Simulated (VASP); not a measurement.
SiSe: single point with r2SCAN0

The system is SiSe.

```
Si Se
1.0
     3.61901    0.00000    0.00000
    -1.80950    3.13415    0.00000
     0.00000    0.00000    3.62256
Si Se
1 1
Direct
  0.66667 0.33333 0.50000
  0.00000 0.00000 0.00000
```

* Program: VASP 6.6.1
* Task: single point
* Functional: r2SCAN0
* Potentials or basis: VASP PAW PBE potentials, release 64 (Si, Se)
* Cutoff: 520 eV
* k mesh: 5 × 5 × 4
* Occupations: fermi-dirac, width 0.05 eV
* Spin: no spin polarisation

```yaml
Pressure: -4.2 GPa
Band_gap_on_the_k_mesh: zero (bands 5 and 6 overlap by 4.03 eV)
```

Stress tensor (GPa, compression positive):
```
-3.80  0.00  0.00
 0.00 -3.80  0.00
 0.00  0.00 -4.87
```

Levels at points of the mesh, in eV from the Fermi level:
| k point | band 2 | band 3 | band 4 | band 5 | band 6 | band 7 | band 8 | band 9 |
| --- | --- | --- | --- | --- | --- | --- | --- | --- |
| (0.00, 0.00, 0.00) | -6.13 | -5.11 | -3.06 | -3.06 | 3.48 | 3.48 | 4.32 | 7.78 |
| (0.00, 0.00, 0.50) | -12.15 | -1.88 | -1.88 | 2.07 | 2.37 | 3.23 | 3.23 | 8.34 |

It took 7.3 min on 1 thread of Intel(R) Xeon(R) 6975P-C (Granite Rapids), on a shared host, peak memory 0.18 GiB.

Caveat: the k points lie up to 0.43 Å⁻¹ apart, too coarse for converged energies and pressures of a metal; the PAW data sets were made with another functional, which shifts forces and pressure a little.
